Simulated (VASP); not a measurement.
**KNb3O: single point with PBE**

Crystal: KNb3O.

```
K Nb O
1.0
     1.90547   -7.82595    0.00000
     1.90547    7.82595    0.00000
     0.00000    0.00000    7.06282
K Nb O
1 3 1
Direct
  0.50000 0.50000 0.00000
  0.20698 0.79302 0.00000
  0.79302 0.20698 0.00000
  0.50000 0.50000 0.50000
  0.00000 0.00000 0.50000
```

| Quantity | Value |
| --- | --- |
| Program | VASP 6.6.1 |
| Task | single point |
| Functional | PBE |
| Potentials or basis | VASP PAW PBE potentials, release 64 (K_sv, Nb_sv, O) |
| Cutoff | 520 eV |
| k mesh | 6 × 6 × 4 |
| Occupations | gaussian, width 0.1 eV |
| Spin | collinear spin |
| Starting moments | [0.0, 0.0, 0.0, 0.97, 0.0] μB |

The pressure is 0.0 GPa, the largest force is 0.026 eV/Å and the net moment is 2.88 μB per cell. The site moments are K +0.02; Nb +0.07, +1.78; O -0.09 μB and the valence electrons inside the program's atomic spheres are K 7.57; Nb 11.02, 10.65; O 5.06.

Forces on the atoms (eV/Å):
```
K    0.000  0.000  0.000
Nb   0.000 -0.026  0.000
Nb   0.000  0.026  0.000
Nb   0.000  0.000  0.000
O    0.000  0.000  0.000
```

Stress tensor (GPa, compression positive):
```
 0.19  0.00  0.00
 0.00 -0.08  0.00
 0.00  0.00  0.04
```

Levels at points of the mesh, in eV from the Fermi level:
Spin up:
| k point | band 27 | band 28 | band 29 | band 30 | band 31 | band 32 |
| --- | --- | --- | --- | --- | --- | --- |
| (0.00, 0.00, 0.00) | -0.67 | -0.26 | -0.17 | 0.05 | 0.09 | 0.53 |
| (0.50, 0.00, 0.00) | -0.31 | 0.38 | 0.40 | 0.93 | 0.98 | 2.25 |
| (0.50, 0.50, 0.00) | -0.70 | -0.65 | -0.16 | 0.05 | 0.09 | 0.46 |
| (0.00, 0.00, 0.50) | -0.66 | -0.55 | -0.14 | 0.06 | 0.07 | 0.35 |
| (0.50, 0.00, 0.50) | -0.22 | 0.39 | 0.52 | 1.05 | 1.06 | 1.70 |
| (0.50, 0.50, 0.50) | -0.65 | -0.64 | -0.33 | -0.14 | 0.03 | 0.05 |
Spin down:
| k point | band 23 | band 24 | band 25 | band 26 | band 27 | band 28 | band 29 | band 30 |
| --- | --- | --- | --- | --- | --- | --- | --- | --- |
| (0.00, 0.00, 0.00) | -0.76 | -0.66 | -0.56 | -0.15 | 0.14 | 0.25 | 0.56 | 1.11 |
| (0.50, 0.00, 0.00) | -1.28 | -1.26 | 0.31 | 0.33 | 0.64 | 0.97 | 1.00 | 1.55 |
| (0.50, 0.50, 0.00) | -1.46 | -0.66 | -0.65 | -0.54 | 0.13 | 0.54 | 0.73 | 1.11 |
| (0.00, 0.00, 0.50) | -0.66 | -0.56 | -0.51 | -0.33 | 0.07 | 0.30 | 0.44 | 0.79 |
| (0.50, 0.00, 0.50) | -1.29 | -1.29 | 0.33 | 0.45 | 1.08 | 1.09 | 1.31 | 1.59 |
| (0.50, 0.50, 0.50) | -0.76 | -0.66 | -0.54 | -0.52 | -0.37 | 0.08 | 0.94 | 1.14 |

Wall time 36 min on 1 thread of Intel(R) Xeon(R) Platinum 8259CL CPU @ 2.50GHz (Skylake/Cascade Lake) (shared host), peak memory 0.9 GiB.
